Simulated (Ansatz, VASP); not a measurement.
# Two plane-wave programs on Ta2Si

The input INCAR:

```
PREC = Accurate ; ENCUT = 520
EDIFF = 1E-6 ; ISMEAR = 0
SIGMA = 0.15 ; LREAL = F
LASPH = T ; NELM = 60
ALGO = Fast ; ISIF = 2
LWAVE = F ; LCHARG = F
GGA = PS ; NBANDS = 35
```

KPOINTS

```
Automatic mesh
0
Gamma
  12 12 12
```

File POSCAR:

```
Ta2Si
1.0
   -3.0683767195      3.0683767195      2.7214913103
    3.0683767195     -3.0683767195      2.7214913103
    3.0683767195      3.0683767195     -2.7214913103
Ta Si
4 2
Direct
    0.6630661939      0.8369338061      0.5000000000
    0.8369338061      0.3369338061      0.1738676123
    0.3369338061      0.1630661939      0.5000000000
    0.1630661939      0.6630661939      0.8261323878
    0.2500000000      0.2500000000      0.0000000000
    0.7500000000      0.7500000000      0.0000000000
```

Input for Ansatz:

```yaml
crystal:
  lattice:
    - [-3.0683767195, 3.0683767195, 2.7214913103]
    - [3.0683767195, -3.0683767195, 2.7214913103]
    - [3.0683767195, 3.0683767195, -2.7214913103]
  atoms:
    - { symbol: Ta, position: [0.6630661939, 0.8369338061, 0.5] }
    - { symbol: Ta, position: [0.8369338061, 0.3369338061, 0.1738676123] }
    - { symbol: Ta, position: [0.3369338061, 0.1630661939, 0.5] }
    - { symbol: Ta, position: [0.1630661939, 0.6630661939, 0.8261323878] }
    - { symbol: Si, position: [0.25, 0.25, 0.0] }
    - { symbol: Si, position: [0.75, 0.75, 0.0] }
basis:
  ecutwfc: 420
kpoints:
  mp_grid: { grid: [12, 12, 12] }
hamiltonian:
  xc: pbesol
scf:
  occupations: { method: gaussian, width: 0.15 }
output:
  forces: true
  stress: true
  eigenvalues: true
```

Change from the starting cell: strain +0.000 along x and y, +0.080 along z, atoms carried along.

Alike in both runs: task single point; functional PBEsol; k mesh 12 × 12 × 12; occupations gaussian, width 0.15 eV; no spin polarisation.

|  | VASP | Ansatz |
| --- | --- | --- |
| version | VASP 6.6.1 | Ansatz 0.2.0 |
| potentials or method | VASP PAW PBE potentials, release 64 (Ta_pv, Si), cutoff 520 eV | scalar-relativistic, plane waves, PAW |
| valence electrons in the cell | 52 | 60 |

```csv
,VASP,Ansatz,Ansatz less VASP
gap on the k mesh at the Fermi level (eV),none,none,-
pressure (GPa),-13.8,-14.0,-0.18
"traceless stress, the component that is largest in VASP (GPa)",-6.73,-6.72,+0.006
rms of the force components (eV/Å),0.061,0.064,+0.0029
```

VASP's potentials were made for PBE, not for PBEsol. Atom by atom the forces differ by 0.003 eV/Å (rms over components). A gap of «none» marks a metal or a gap that the smearing closes. VASP's potentials hold 52 valence electrons a cell and Ansatz's 60, so a difference there can come from the potentials and not from the codes.

Spin-orbit coupling is off throughout.
